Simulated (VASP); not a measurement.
# MgO (Fm-3m) in VASP: further runs

Aim: see how the results for MgO move with the level of theory and the settings. Levels: PBEsol, r2SCAN+rVV10. Tasks: single point, relaxation of cell and atoms.

Program: VASP 6.6.1. These are calculated values, not measurements. Logs are shortened: lines on timing, memory, paths and dates and some standing lists are left out, and cuts for length are marked.

## Step 1: The cell of the first run

Symmetry: Fm-3m, No. 225, cubic system. The conventional cell has a = 4.214 Å, b = 4.214 Å, c = 4.214 Å, α = 90.00°, β = 90.00°, γ = 90.00°. Within 2.8 Å of Mg (site symmetry m-3m) lie 6 O at 2.11 Å. Within 2.8 Å of O (site symmetry m-3m) lie 6 Mg at 2.11 Å.

## Step 2: Single point, PBEsol

INCAR

```
SYSTEM = MgO
PREC = Accurate
ENCUT = 520
EDIFF = 1E-6
ISMEAR = -1
SIGMA = 0.03
LREAL = .False.
LASPH = .True.
NELM = 60
ALGO = Normal
ISIF = 2
LWAVE = .False.
LCHARG = .True.
GGA = PS
LELF = .True.
LVHAR = .True.
NBANDS = 11
```

KPOINTS

```
regular mesh
0
Gamma
  8 8 8
  0 0 0
```

POSCAR

```
MgO
1.0
    0.0000000000      2.1070002621      2.1070002621
    2.1070002621      0.0000000000      2.1070002621
    2.1070002621      2.1070002621      0.0000000000
Mg O
1 1
Direct
    0.0000000000      0.0000000000      0.0000000000
    0.5000000000      0.5000000000      0.5000000000
```

Potentials or basis: VASP PAW PBE potentials, release 64 (Mg, O).

Launch:

```
$ cat potpaw_PBE.64/Mg/POTCAR potpaw_PBE.64/O/POTCAR > POTCAR
$ mpirun -np 1 vasp_std > vasp.out
```

OUTCAR:

```text
SYSTEM = MgO
   PREC = Accurate
   ENCUT = 520
   EDIFF = 1E-6
   ISMEAR = -1
   LREAL = .False.
   LASPH = .True.
   NELM = 60
   ISIF = 2
   GGA = PS

 ion  position               nearest neighbor table
   1  0.000  0.000  0.000-   2 2.11   2 2.11   2 2.11   2 2.11   2 2.11   2 2.11
   2  0.500  0.500  0.500-   1 2.11   1 2.11   1 2.11   1 2.11   1 2.11   1 2.11

  LATTYP: Found a face centered cubic cell.
 ALAT       =     4.2140005242

  Lattice vectors:

 A1 = (   0.0000000000,   2.1070002621,   2.1070002621)
 A2 = (   2.1070002621,   0.0000000000,   2.1070002621)
 A3 = (   2.1070002621,   2.1070002621,   0.0000000000)

Analysis of symmetry for initial positions (statically):
=====================================================================
 Subroutine PRICEL returns:
 Original cell was already a primitive cell.

 Routine SETGRP: Setting up the symmetry group for a
 face centered cubic supercell.

 Subroutine GETGRP returns: Found 48 space group operations
 (whereof 48 operations were pure point group operations)
 out of a pool of 48 trial point group operations.

The static configuration has the point symmetry O_h .

Analysis of symmetry for dynamics (positions and initial velocities):
=====================================================================
 Subroutine PRICEL returns:
 Original cell was already a primitive cell.

 Routine SETGRP: Setting up the symmetry group for a
 face centered cubic supercell.

 Subroutine GETGRP returns: Found 48 space group operations
 (whereof 48 operations were pure point group operations)
 out of a pool of 48 trial point group operations.

The dynamic configuration has the point symmetry O_h .

 Subroutine INISYM returns: Found 48 space group operations
 (whereof 48 operations are pure point group operations),
 and found     1 'primitive' translations

----------------------------------------------------------------------------------------

                                     Primitive cell

  volume of cell :      18.7078

  direct lattice vectors                    reciprocal lattice vectors
     0.000000000  2.107000262  2.107000262    -0.237304194  0.237304194  0.237304194
     2.107000262  0.000000000  2.107000262     0.237304194 -0.237304194  0.237304194
     2.107000262  2.107000262  0.000000000     0.237304194  0.237304194 -0.237304194

  length of vectors
     2.979748347  2.979748347  2.979748347     0.411022922  0.411022922  0.411022922

  position of ions in fractional coordinates (direct lattice)
     0.000000000  0.000000000  0.000000000
     0.500000000  0.500000000  0.500000000

  ion indices of the primitive-cell ions
   primitive index   ion index
                 1           1
                 2           2

----------------------------------------------------------------------------------------

 KPOINTS: regular mesh

Automatic generation of k-mesh.
 Grid dimensions read from file:
 generate k-points for:    8    8    8

 Generating k-lattice:

  Cartesian coordinates                     Fractional coordinates (reciprocal lattice)
    -0.029663024  0.029663024  0.029663024     0.125000000  0.000000000  0.000000000
     0.029663024 -0.029663024  0.029663024     0.000000000  0.125000000  0.000000000
     0.029663024  0.029663024 -0.029663024     0.000000000  0.000000000  0.125000000

  Length of vectors
     0.051377865  0.051377865  0.051377865

  Shift w.r.t. Gamma in fractional coordinates (k-lattice)
     0.000000000  0.000000000  0.000000000

 Subroutine IBZKPT returns following result:
 ===========================================

 Found     29 irreducible k-points:

 Following reciprocal coordinates:
            Coordinates               Weight
  0.000000  0.000000  0.000000      1.000000
  0.125000  0.000000  0.000000      8.000000
  0.250000  0.000000  0.000000      8.000000
  0.375000  0.000000  0.000000      8.000000
  0.500000  0.000000  0.000000      4.000000
  0.125000  0.125000  0.000000      6.000000
[... 16 lines left out ...]
  0.500000  0.250000  0.125000     48.000000
 -0.375000  0.250000  0.125000     24.000000
 [... further k-points ...]
   k-points           NKPTS =     29   k-points in BZ     NKDIM =     29   number of bands    NBANDS=     11
   number of dos      NEDOS =    301   number of ions     NIONS =      2
   total plane-waves  NPLWV =  13824
   dimension x,y,z NGX =    24 NGY =   24 NGZ =   24
   dimension x,y,z NGXF=    48 NGYF=   48 NGZF=   48
   ions per type =               1   1
   NGX,Y,Z   is equivalent  to a cutoff of  13.39, 13.39, 13.39 a.u.
   NGXF,Y,Z  is equivalent  to a cutoff of  26.78, 26.78, 26.78 a.u.
 SYSTEM =  MgO
   PREC   = accura    normal or accurate (medium, high low for compatibility)
   ISTART =      0    job   : 0-new  1-cont  2-samecut
   ICHARG =      2    charge: 1-file 2-atom 10-const
   ISPIN  =      1    spin polarized calculation?
   LNONCOLLINEAR =      F non collinear calculations
   LSORBIT =      F    spin-orbit coupling
   LASPH  =      T    aspherical Exc in radial PAW
   ENCUT  =  520.0 eV  38.22 Ry    6.18 a.u.   5.54  5.54  5.54*2*pi/ulx,y,z
   NELM   =     60;   NELMIN=  2; NELMDL= -5     # of ELM steps
   EDIFF  = 0.1E-05   stopping-criterion for ELM
   LREAL  =      F    real-space projection
   EDIFFG = 0.1E-04   stopping-criterion for IOM
   NSW    =      0    number of steps for IOM
   IBRION =     -1    ionic relax: 0-MD 1-quasi-New 2-CG
   NFREE  =      0    steps in history (QN), initial steepest desc. (CG)
   ISIF   =      2    stress and relaxation
   ISYM   =      2    0-nonsym 1-usesym 2-fastsym
   POTIM  = 0.5000    time-step for ionic-motion
   TEBEG  =    0.0;   TEEND  =   0.0 temperature during run
   PSTRESS=    0.0 pullay stress
   NELECT =       8.0000    total number of electrons
   NUPDOWN=      -1.0000    fix difference up-down
   EMIN   =  10.00;   EMAX   =-10.00  energy-range for DOS
   EFERMI =   0.00;   METHOD = LEGACY
   ISMEAR =    -1;   SIGMA  =   0.03  broadening in eV -4-tet -1-fermi 0-gaus
   EFERMI_NEDOS =   21; number of points for ismear=-14 and -15
   IALGO  =     38    algorithm
   IMIX   =      4    mixing-type and parameters
     AMIX     =   0.40;   BMIX     =  1.00
     AMIX_MAG =   1.60;   BMIX_MAG =  1.00
  volume/ion in A,a.u.               =       9.35        63.12
  Fermi-wavevector in a.u.,A,eV,Ry     =   1.233380  2.330750 20.697540  1.521226
  Thomas-Fermi vector in A             =   2.368113
   LORBIT       =      0    0 simple, 1 ext, 2 COOP (PROOUT), +10 PAW based schemes
   GGA     = PS    functional components
   LHFCALC =     F    Hartree Fock is set to
   AEXX    =    0.0000 exact exchange contribution
   IVDW    =     0    specifies the selected vdW correction
   LEPSILON=     F    determine dielectric tensor
   LRPA    =     F    only Hartree local field effects (RPA)
 non-spin polarized calculation
  energy-cutoff  :      520.00
  volume of cell :       18.71
 maximum number of plane-waves:       531
 NGX is ok and might be reduce to    24
   NGX = 11   NGY = 11   NGZ = 11

 number of electron       8.0000005 magnetization

 Free energy of the ion-electron system (eV)
  ---------------------------------------------------
  ext. energy  EPLUGINS =         0.00000000
  ---------------------------------------------------
  free energy    TOTEN  =       -12.51244872 eV

  energy without entropy =      -12.51244872  energy(sigma->0) =      -12.51244872

 E-fermi :   3.7123     XC(G=0): -11.3037

 val. band max:        3.0570170666   @ k =   0.0000   0.0000   0.0000
 cond. band min:       7.6779330362   @ k =   0.0000   0.0000   0.0000
 fundamental gap:      4.6209159696
 Fermi energy:         3.7123426844

 k-point     1 :       0.0000    0.0000    0.0000
  band No.  band energies     occupation
      1     -14.1417      2.00000
      2       3.0570      2.00000
      3       3.0570      2.00000
      4       3.0570      2.00000
      5       7.6779      0.00000
      6      18.6812      0.00000
      7      18.6812      0.00000
      8      18.6812      0.00000
      9      22.5201      0.00000
     10      24.4021      0.00000
     11      24.4021      0.00000

 k-point     2 :       0.1250    0.0000    0.0000
  band No.  band energies     occupation
      1     -13.9756      2.00000
      2       2.0871      2.00000
      3       2.9525      2.00000
      4       2.9525      2.00000
      5       8.5990      0.00000
      6      16.9900      0.00000
      7      19.0418      0.00000
      8      19.0418      0.00000
      9      23.4360      0.00000
     10      23.4360      0.00000
     11      24.7155      0.00000

 k-point     3 :       0.2500    0.0000    0.0000
  band No.  band energies     occupation
      1     -13.5434      2.00000
      2       0.3635      2.00000
      3       2.7117      2.00000
      4       2.7117      2.00000
      5      10.0330      0.00000
      6      15.4613      0.00000
      7      19.5466      0.00000
      8      19.5466      0.00000
      9      23.0363      0.00000
     10      23.0363      0.00000
     11      24.8964      0.00000

 k-point     4 :       0.3750    0.0000    0.0000
  band No.  band energies     occupation
      1     -13.0547      2.00000
      2      -1.0603      2.00000
      3       2.4854      2.00000
      4       2.4854      2.00000
      5      10.7121      0.00000
      6      15.3018      0.00000
      7      19.3853      0.00000
      8      19.3853      0.00000
      9      24.1137      0.00000
     10      24.3330      0.00000
     11      24.3330      0.00000

 k-point     5 :       0.5000    0.0000    0.0000
  band No.  band energies     occupation
      1     -12.8306      2.00000
      2      -1.6173      2.00000
      3       2.3954      2.00000
      4       2.3954      2.00000
      5      10.7929      0.00000
      6      15.5457      0.00000
      7      19.2197      0.00000
      8      19.2197      0.00000
      9      23.8015      0.00000
     10      25.3761      0.00000
     11      25.3761      0.00000
[... 211 lines left out ...]
 k-point    21 :       0.5000    0.5000    0.0000
  band No.  band energies     occupation
      1     -12.5660      2.00000
      2      -1.0832      2.00000
      3       1.6925      2.00000
      4       1.6925      2.00000
      5      11.9765      0.00000
      6      12.9187      0.00000
      7      16.0154      0.00000
      8      21.8794      0.00000
      9      21.8794      0.00000
     10      28.2645      0.00000
     11      29.7908      0.00000

 k-point    22 :       0.3750    0.2500    0.1250
  band No.  band energies     occupation
      1     -13.2334      2.00000
      2       0.0029      2.00000
      3       1.8870      2.00000
      4       2.4338      2.00000
      5      11.4448      0.00000
      6      14.3593      0.00000
      7      18.0038      0.00000
      8      20.4533      0.00000
      9      21.0009      0.00000
     10      25.3382      0.00000
     11      28.7163      0.00000

 k-point    23 :       0.5000    0.2500    0.1250
  band No.  band energies     occupation
      1     -12.8482      2.00000
      2      -0.6970      2.00000
      3       1.3024      2.00000
      4       2.1783      2.00000
      5      12.4191      0.00000
      6      14.5562      0.00000
      7      16.8509      0.00000
      8      20.0556      0.00000
      9      22.5736      0.00000
     10      25.2966      0.00000
     11      28.9224      0.00000

 k-point    24 :      -0.3750    0.2500    0.1250
  band No.  band energies     occupation
      1     -12.6765      2.00000
      2      -0.9956      2.00000
      3       1.0919      2.00000
      4       2.0576      2.00000
      5      12.5777      0.00000
      6      15.1237      0.00000
      7      16.4208      0.00000
      8      19.8106      0.00000
      9      23.4163      0.00000
     10      24.9650      0.00000
     11      29.0567      0.00000

 [... further k-points ...]
[... 5 lines left out ...]
  --------------------------------------------------------------------------------------
  -------------------------------------------------------------------------------------
  Total       -0.0581923     -0.0581923     -0.0581923      0.0000000      0.0000000      0.0000000
  in kB       -4.9837025     -4.9837025     -4.9837025      0.0000000      0.0000000      0.0000000
  external PRESSURE =      -4.9837025 kB  Pullay stress =       0.0000000 kB

 VOLUME and BASIS-vectors are now :
 -----------------------------------------------------------------------------
  energy-cutoff  :      520.00
  volume of cell :       18.71
      direct lattice vectors                 reciprocal lattice vectors
     0.000000000  2.107000262  2.107000262    -0.237304194  0.237304194  0.237304194
     2.107000262  0.000000000  2.107000262     0.237304194 -0.237304194  0.237304194
     2.107000262  2.107000262  0.000000000     0.237304194  0.237304194 -0.237304194

 POSITION                                       TOTAL-FORCE (eV/Angst)
 -----------------------------------------------------------------------------------
      0.00000      0.00000      0.00000        -0.000000     -0.000000     -0.000000
      2.10700      2.10700      2.10700         0.000000      0.000000      0.000000
 -----------------------------------------------------------------------------------
    total drift:                               -0.000000     -0.000000      0.000000

  FREE ENERGIE OF THE ION-ELECTRON SYSTEM (eV)
  ---------------------------------------------------
  free  energy   TOTEN  =       -12.5124487171 eV

  energy  without entropy=      -12.5124487171  energy(sigma->0) =      -12.51244872
```

Run time: 5.5 s. Hardware: 1 thread of Intel Xeon Platinum 8375C at 2.90GHz (Ice Lake), shared host; peak memory 0.14 GiB.

Results:

* Free energy: -12.5124 eV
* Pressure: -0.5 GPa
* Band gap on the k mesh: 4.62 eV, direct

Levels at points of the mesh, in eV from the valence-band top:
| k point | band 2 | band 3 | band 4 | band 5 | band 6 | band 7 |
| --- | --- | --- | --- | --- | --- | --- |
| (0.00, 0.00, 0.00) | 0.00 | 0.00 | 0.00 | 4.62 | 15.62 | 15.62 |
| (0.50, 0.00, 0.00) | -4.67 | -0.66 | -0.66 | 7.74 | 12.49 | 16.16 |
| (0.50, 0.50, 0.00) | -4.14 | -1.36 | -1.36 | 8.92 | 9.86 | 12.96 |

Caveat: the PAW data sets were made with another functional, which shifts forces and pressure a little. PBEsol gaps usually lie below the measured ones, often by a third to a half.

## Step 3: Relaxation of cell and atoms, PBEsol

This run uses another cell than the first one, of 9.22 Å³/atom, 0.986 times its volume.

INCAR

```
PREC = Accurate ; ENCUT = 600
EDIFF = 1E-7 ; ISMEAR = -1
SIGMA = 0.03 ; LREAL = False
LASPH = True ; NELM = 100
ALGO = Normal ; ISIF = 3
LWAVE = False ; LCHARG = False
GGA = PS ; IBRION = 2
NSW = 100 ; EDIFFG = -0.01
```

KPOINTS

```
Automatic mesh
0
Gamma
  8 8 8
```

POSCAR

```
MgO
1.0
    0.0000000000      2.0970013927      2.0970013927
    2.0970013927      0.0000000000      2.0970013927
    2.0970013927      2.0970013927      0.0000000000
Mg O
1 1
Direct
    0.0000000000      0.0000000000      0.0000000000
    0.5000000000      0.5000000000      0.5000000000
```

Potentials or basis: VASP PAW PBE potentials, release 64 (Mg, O).

Launch:

```
$ cat potpaw_PBE.64/Mg/POTCAR potpaw_PBE.64/O/POTCAR > POTCAR
$ mpirun -np 1 vasp_std > vasp.out
```

Run time: 9.9 s. Hardware: 1 thread of Intel Xeon Platinum 8375C at 2.90GHz (Ice Lake), shared host; peak memory 0.14 GiB.

Results (log left out):

```
Free energy                            : -12.5149 eV
Relaxed volume                         : 9.31 Å³/atom
Relaxed cell                           : a = 2.975 Å, b = 2.975 Å, c = 2.975 Å, α = 60.00°, β = 60.00°, γ = 60.00°
Space group after relaxing (to 0.05 Å) : Fm-3m (No. 225)
Energy gained by relaxing              : 0.5 meV/atom
Ionic steps                            : 3
Pressure after relaxing                : 0.0 GPa
Band gap on the k mesh                 : 4.66 eV, direct
```

Step by step:
```tsv
step	energy change (eV)	largest force (eV/Å)	pressure (GPa)	volume (Å³)
1	0.0000	0.0000	1.63	18.44
2	-0.0008	0.0000	-0.57	18.69
3	-0.0009	0.0000	0.00	18.63
```

Final structure:
```cif
data_structure
_symmetry_space_group_name_H-M 'P 1'
_symmetry_Int_Tables_number 1
_cell_length_a 2.9755
_cell_length_b 2.9755
_cell_length_c 2.9755
_cell_angle_alpha 60.000
_cell_angle_beta 60.000
_cell_angle_gamma 60.000
_cell_volume 18.63
loop_
_atom_site_label
_atom_site_type_symbol
_atom_site_fract_x
_atom_site_fract_y
_atom_site_fract_z
_atom_site_occupancy
Mg1 Mg 0.00000 0.00000 0.00000 1
O1 O 0.50000 0.50000 0.50000 1
```

Levels at points of the mesh, in eV from the valence-band top:
| k point | band 2 | band 3 | band 4 | band 5 | band 6 | band 7 |
| --- | --- | --- | --- | --- | --- | --- |
| (0.00, 0.00, 0.00) | 0.00 | 0.00 | 0.00 | 4.66 | 15.65 | 15.65 |
| (0.50, 0.00, 0.00) | -4.69 | -0.67 | -0.67 | 7.76 | 12.54 | 16.21 |
| (0.50, 0.50, 0.00) | -4.16 | -1.37 | -1.37 | 8.93 | 9.91 | 13.00 |

Caveat: the PAW data sets were made with another functional, which shifts forces and pressure a little.

## Step 4: Single point, r2SCAN+rVV10

This run uses another cell than the first one, of 9.23 Å³/atom, 0.987 times its volume.

POSCAR

```
MgO
1.0
    0.0000000000      2.0975545064      2.0975545064
    2.0975545064      0.0000000000      2.0975545064
    2.0975545064      2.0975545064      0.0000000000
Mg O
1 1
Direct
    0.0000000000      0.0000000000      0.0000000000
    0.5000000000      0.5000000000      0.5000000000
```

INCAR.step1

```
PREC = Accurate
ENCUT = 520
ISMEAR = -1
SIGMA = 0.03
LREAL = False
LASPH = True
NELM = 60
NBANDS = 11
GGA = PE
ALGO = Normal
EDIFF = 1E-4
LWAVE = True
LCHARG = False
```

INCAR.step2

```
PREC = Accurate
ENCUT = 520
EDIFF = 1E-6
ISMEAR = -1
SIGMA = 0.03
LREAL = False
LASPH = True
NELM = 60
ALGO = Normal
ISIF = 2
LWAVE = False
LCHARG = True
METAGGA = R2SCAN
LMIXTAU = True
LUSE_VDW = True
IVDW_NL = 2
BPARAM = 11.95
CPARAM = 0.0093
LELF = True
LVHAR = True
NBANDS = 11
ISTART = 1
```

KPOINTS

```
regular mesh
0
Gamma
  12 12 12
```

Launch:

```
$ cat potpaw_PBE.64/Mg/POTCAR potpaw_PBE.64/O/POTCAR > POTCAR
$ cp INCAR.step1 INCAR
$ mpirun -np 1 vasp_std > vasp.out
$ cp INCAR.step2 INCAR
$ mpirun -np 1 vasp_std > vasp.out
```

Run time: 54 s. Hardware: 1 thread of Intel Xeon Platinum 8375C at 2.90GHz (Ice Lake), shared host; peak memory 0.22 GiB.

The run converged. Its results:

| Item | Value |
| --- | --- |
| Free energy | -15.8898 eV |
| Pressure | -1.0 GPa |
| Band gap on the k mesh | 5.68 eV, direct |

Levels at points of the mesh, in eV from the valence-band top:
| k point | band 2 | band 3 | band 4 | band 5 | band 6 | band 7 |
| --- | --- | --- | --- | --- | --- | --- |
| (0.00, 0.00, 0.00) | 0.00 | 0.00 | 0.00 | 5.68 | 16.86 | 16.86 |
| (0.50, 0.00, 0.00) | -4.68 | -0.69 | -0.69 | 8.83 | 13.92 | 17.51 |
| (0.50, 0.50, 0.00) | -4.17 | -1.40 | -1.40 | 9.99 | 11.16 | 14.39 |

Caveat: the PAW data sets were made with another functional, which shifts forces and pressure a little.

## Step 5: Summary

```tsv
task	level	cell	k mesh	cutoff (eV)	gap on the mesh (eV)	pressure (GPa)
single point	PBEsol	a = 2.980 Å, angles 60.0°, 2 atoms	8 × 8 × 8	520	4.62	-0.5
relaxation of cell and atoms	PBEsol	relaxed from a = 2.966 Å, angles 60.0°, 2 atoms	8 × 8 × 8	600	4.66	0.0
single point	r2SCAN+rVV10	a = 2.966 Å, angles 60.0°, 2 atoms	12 × 12 × 12	520	5.68	-1.0
```

Alike in all rows: potentials or basis VASP PAW PBE potentials, release 64 (Mg, O); no spin polarisation; smearing fermi-dirac 0.03 eV.

Caveats: the PAW data sets were made with another functional, which shifts forces and pressure a little.

Absolute energies hang on the potentials; compare differences alone.
